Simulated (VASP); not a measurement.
Here is a VASP 6.6.1 calculation.

File INCAR:

```
SYSTEM = AlIn2N3
PREC = Accurate ; ENCUT = 600
EDIFF = 1E-6 ; ISMEAR = 0
SIGMA = 0.02 ; LREAL = .False.
LASPH = .True. ; NELM = 120
ALGO = Normal ; ISIF = 2
LWAVE = .False. ; LCHARG = .False.
GGA = PS ; NBANDS = 56
GGA_COMPAT = .False.
```

Contents of KPOINTS:

```
Automatic mesh
0
Gamma
  6 6 6
  0 0 0
```

Contents of POSCAR:

```
AlIn2N3
1.0
    4.9406989772     -2.8433680815      0.0000000000
    4.9406989772      2.8433680815      0.0000000000
    0.0000000000      0.0000000000      5.5597670361
Al In N
2 4 6
Direct
    0.3405997555      0.6594002445      0.9903208388
    0.6594002445      0.3405997555      0.4903208388
    0.9867011912      0.3364418458      0.9948765565
    0.6635581542      0.0132988088      0.9948765565
    0.0132988088      0.6635581542      0.4948765565
    0.3364418458      0.9867011912      0.4948765565
    0.9719307763      0.3320077195      0.3801837409
    0.6679922805      0.0280692237      0.3801837409
    0.0280692237      0.6679922805      0.8801837409
    0.3320077195      0.9719307763      0.8801837409
    0.3675645596      0.6324354404      0.3315585666
    0.6324354404      0.3675645596      0.8315585666
```

Potentials or basis: VASP PAW PBE potentials, release 64 (Al, In_d, N).

Run with:

```sh
$ cat potpaw_PBE.64/Al/POTCAR potpaw_PBE.64/In_d/POTCAR potpaw_PBE.64/N/POTCAR > POTCAR
$ mpirun -np 1 vasp_std > vasp.out
```

(1) Predict the largest force.

(2) Estimate the pressure.

(3) Estimate the band gap on the k mesh.

Results:

(1) 0.026 eV/Å.

(2) 6.9 GPa.

(3) 0.93 eV.

Caveat: the cell differs from its parent crystal (biaxial strain in the a-b plane: -3.0 %, then relaxed in part); the cell stands under pressure; the PAW data sets were made with another functional, which shifts forces and pressure a little; spin-orbit coupling is left out, which moves the levels of the heavy elements.
